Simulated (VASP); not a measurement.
**Al3Cu2: relaxation of cell and atoms with PBEsol**

Al3Cu2:

```xyz
5
Lattice="4.0920 0.0000 0.0000 -2.0460 3.5437 0.0000 0.0000 0.0000 4.9928" Properties=species:S:1:pos:R:3 pbc="T T T"
Al   -0.0221    0.0118    0.0094
Al   -0.1716    2.5012    1.8180
Al    1.9486    1.0621    3.1299
Cu    0.0770    2.1791    4.1386
Cu    1.9061    1.0660    0.5675
```

- Program: VASP 6.6.1
- Task: relaxation of cell and atoms
- Functional: PBEsol
- Potentials or basis: VASP PAW PBE potentials, release 64 (Al, Cu)
- Cutoff: 600 eV
- k mesh: 6 × 6 × 4
- Occupations: gaussian, width 0.1 eV
- Spin: no spin polarisation
- Dipole correction: no
- Further INCAR settings: ALGO = Fast; EDIFF = 1e-07; IBRION = 2; EDIFFG = -0.005; NSW = 100; ISIF = 3

| Item | Value |
| --- | --- |
| Relaxed volume | 14.55 Å³/atom |
| Relaxed cell | a = 4.057 Å, b = 4.108 Å, c = 5.025 Å, α = 89.20°, β = 89.92°, γ = 119.68° |
| Space group after relaxing (to 0.1 Å) | C2/m (No. 12) |
| Energy gained by relaxing | 112.2 meV/atom |
| Ionic steps | 55 |
| Pressure after relaxing | 0.0 GPa |
| Largest force after relaxing | 0.005 eV/Å |
| Band gap on the k mesh | zero (an odd number of electrons rules out a gap without spin polarisation) |

Forces on the atoms (eV/Å):
```
Al  -0.003 -0.002 -0.001
Al  -0.002  0.002  0.000
Al   0.003 -0.001  0.000
Cu   0.004  0.001 -0.002
Cu  -0.003 -0.001  0.003
```

The path:
```csv
step,energy change (eV),largest force (eV/Å),pressure (GPa),volume (Å³)
1,0.0000,1.9526,4.20,72.40
3,-0.3736,0.5792,-4.87,77.13
5,-0.4960,0.4592,0.48,72.79
7,-0.5474,0.2208,0.63,72.47
9,-0.5543,0.0879,-0.74,73.40
11,-0.5582,0.0705,-0.02,72.87
13,-0.5591,0.0340,0.14,72.76
15,-0.5599,0.0492,-0.02,72.85
17,-0.5600,0.0519,-0.19,72.93
19,-0.5604,0.0234,-0.02,72.80
21,-0.5606,0.0167,0.03,72.80
23,-0.5606,0.0209,0.00,72.81
25,-0.5607,0.0064,-0.03,72.81
27,-0.5607,0.0088,0.00,72.81
29,-0.5608,0.0090,-0.02,72.79
31,-0.5608,0.0191,0.04,72.74
33,-0.5608,0.0142,0.01,72.77
35,-0.5609,0.0146,-0.01,72.80
37,-0.5609,0.0166,-0.06,72.83
39,-0.5610,0.0161,0.01,72.80
41,-0.5610,0.0184,0.07,72.74
43,-0.5610,0.0183,0.03,72.75
45,-0.5611,0.0118,0.01,72.76
47,-0.5611,0.0117,0.00,72.76
49,-0.5611,0.0086,-0.01,72.74
51,-0.5611,0.0049,0.07,72.70
53,-0.5611,0.0073,0.08,72.73
55,-0.5611,0.0047,0.03,72.75
```

Final structure:
```
CELL_PARAMETERS angstrom
4.05703 -0.00303 0.00314
-2.03151 3.57089 0.03008
0.00354 0.04053 5.02439
ATOMIC_POSITIONS crystal
Al 0.97526 0.98498 0.98715
Al 0.31121 0.65604 0.33751
Al 0.63899 0.31369 0.63666
Cu 0.30539 0.64657 0.82786
Cu 0.64494 0.32330 0.14629
```

Levels at points of the mesh, in eV from the Fermi level:
| k point | band 12 | band 13 | band 14 | band 15 | band 16 | band 17 | band 18 | band 19 |
| --- | --- | --- | --- | --- | --- | --- | --- | --- |
| (0.00, 0.00, 0.00) | -3.64 | -3.60 | -0.14 | -0.04 | 1.33 | 1.50 | 2.65 | 2.99 |
| (0.50, 0.00, 0.00) | -4.05 | -3.05 | -2.97 | -2.49 | -0.67 | -0.14 | 0.36 | 2.96 |
| (0.00, 0.50, 0.00) | -4.02 | -2.90 | -2.85 | -2.67 | -0.95 | 0.05 | 0.55 | 3.12 |
| (0.50, 0.50, 0.00) | -4.05 | -3.04 | -2.95 | -2.51 | -0.70 | -0.12 | 0.38 | 2.97 |
| (0.00, 0.00, 0.50) | -4.10 | 1.06 | 1.36 | 1.44 | 1.46 | 1.78 | 2.35 | 2.45 |
| (0.50, 0.00, 0.50) | -4.16 | -4.07 | -3.45 | -1.74 | -0.19 | 0.75 | 0.94 | 4.98 |
| (0.00, 0.50, 0.50) | -4.15 | -4.09 | -3.52 | -1.59 | -0.03 | 0.93 | 1.19 | 4.97 |
| (0.50, 0.50, 0.50) | -4.16 | -4.07 | -3.46 | -1.73 | -0.18 | 0.77 | 0.98 | 5.00 |

It took 51 min on 1 thread of AMD EPYC 9R45 96-Core Processor (Zen 5) (shared host), peak memory 0.29 GiB.

Caveat: the PAW data sets were made with another functional, which shifts forces and pressure a little.
